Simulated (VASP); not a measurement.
A run of VASP 6.6.1:

Contents of INCAR:

```
SYSTEM = TiCo
PREC     = Accurate       ! precision mode
ENCUT    = 600            ! plane-wave cutoff, eV
EDIFF    = 1E-6           ! SCF threshold, eV
ISMEAR   = -1             ! smearing method
SIGMA    = 0.05           ! smearing width, eV
LREAL    = .FALSE.        ! projectors in reciprocal space
LASPH    = .TRUE.         ! aspherical terms in the spheres
NELM     = 200            ! most SCF steps
ALGO     = Normal         ! electronic algorithm
ISIF     = 2              ! what is computed and relaxed
LWAVE    = .FALSE.        ! write WAVECAR
LCHARG   = .FALSE.        ! write CHGCAR
ISPIN    = 2              ! spin polarisation
MAGMOM   = 1.46667 0.733333 ! initial moments
LORBIT   = 11             ! projections on sites
NUPDOWN  = 2.2            ! fixed moment
LMAXMIX  = 4              ! l up to which the mixer works
GGA      = PS             ! functional
NBANDS   = 26             ! bands
GGA_COMPAT= .FALSE.
```

KPOINTS

```
Automatic mesh
0
G
  8 8 8
  0 0 0
```

File POSCAR:

```
TiCo
1.0
    2.9861109900      0.0000000000      0.0000000000
    0.0000000000      2.9861109900      0.0000000000
    0.0000000000      0.0000000000      2.9861109900
Co Ti
1 1
Direct
    0.5000000000      0.5000000000      0.5000000000
    0.0000000000      0.0000000000      0.0000000000
```

Potentials or basis: VASP PAW PBE potentials, release 64 (Co_sv, Ti_sv).

Launch:

```sh
$ cat potpaw_PBE.64/Co_sv/POTCAR potpaw_PBE.64/Ti_sv/POTCAR > POTCAR
$ mpirun -np 1 vasp_std > vasp.out
```

Hardware: 1 thread of AMD EPYC 9R45 96-Core Processor (Zen 5) (shared host).

**Question.** Estimate the wall time of this run.

**Answer.** Wall time 28 s on 1 thread of AMD EPYC 9R45 96-Core Processor (Zen 5) (shared host), peak memory 0.15 GiB. Counts: scf iterations 15, k points 35.
